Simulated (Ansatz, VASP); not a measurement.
## One calculation of Si, two programs

File POSCAR:

```
Si
1.0
    0.1209227746      2.7194574729      2.7194574729
    2.7194574729      0.1209227746      2.7194574729
    2.7194574729      2.7194574729      0.1209227746
Si
2
Direct
    0.0030958625      0.0030958625      0.0030958625
    0.2469041375      0.2469041375      0.2469041375
```

File INCAR.step1:

```
PREC = Accurate ; ENCUT = 520
ISMEAR = -1 ; SIGMA = 0.02
LREAL = False ; LASPH = True
NELM = 80 ; NBANDS = 11
GGA = PE ; ALGO = Normal
EDIFF = 1E-4 ; LWAVE = True
LCHARG = False
```

INCAR.step2

```
PREC = Accurate ; ENCUT = 520
EDIFF = 1E-6 ; ISMEAR = -1
SIGMA = 0.02 ; LREAL = False
LASPH = True ; NELM = 80
ALGO = Normal ; ISIF = 2
LWAVE = False ; LCHARG = True
METAGGA = R2SCAN ; LMIXTAU = True
LELF = True ; LVHAR = True
NBANDS = 11 ; ISTART = 1
```

Contents of KPOINTS:

```
regular mesh
0
Gamma
  8 8 8
```

Input for Ansatz:

```yaml
crystal:
  lattice:
    - [0.1209227746, 2.7194574729, 2.7194574729]
    - [2.7194574729, 0.1209227746, 2.7194574729]
    - [2.7194574729, 2.7194574729, 0.1209227746]
  atoms:
    - { symbol: Si, position: [0.0030958625, 0.0030958625, 0.0030958625] }
    - { symbol: Si, position: [0.2469041375, 0.2469041375, 0.2469041375] }
kpoints:
  mp_grid: { grid: [8, 8, 8] }
  band_path:
    path:
      - [0.0, 0.0, 0.0]
      - [0.5, 0.0, 0.5]
      - [0.625, 0.25, 0.625]
      - [0.375, 0.375, 0.75]
      - [0.5, 0.5, 0.5]
      - [0.5, 0.25, 0.75]
      - [0.4, 0.0, 0.4]
    npoints: 1
hamiltonian:
  xc: r2scan
scf:
  occupations: { method: fermi_dirac, width: 0.02 }
  n_extra_bands: 4
output:
  forces: true
  stress: true
  eigenvalues: true
```

Change from the starting cell: epitaxial_111 strain -4.5%.

Alike in both runs: task single point; functional r2SCAN; k mesh 8 × 8 × 8; occupations fermi-dirac, width 0.02 eV; no spin polarisation.

|  | VASP | Ansatz |
| --- | --- | --- |
| version | VASP 6.6.1 | Ansatz 0.2.0 |
| potentials or method | VASP PAW PBE potentials, release 64 (Si) | plane waves, PAW |
| plane-wave cutoff (eV) | 520 | 500 |
| valence electrons in the cell | 8 | 8 |

```csv
,VASP,Ansatz,Ansatz less VASP
pressure (GPa),7.7,8.0,+0.27
"traceless stress, the component that is largest in VASP (GPa)",-4.04,-3.99,+0.048
rms of the force components (eV/Å),0.007,0.003,-0.0042
```

VASP's potentials were made for PBE, not for r2SCAN. Atom by atom the forces differ by 0.004 eV/Å (rms over components). The functional is the same, so the differences come from potentials, cutoffs and numerics.
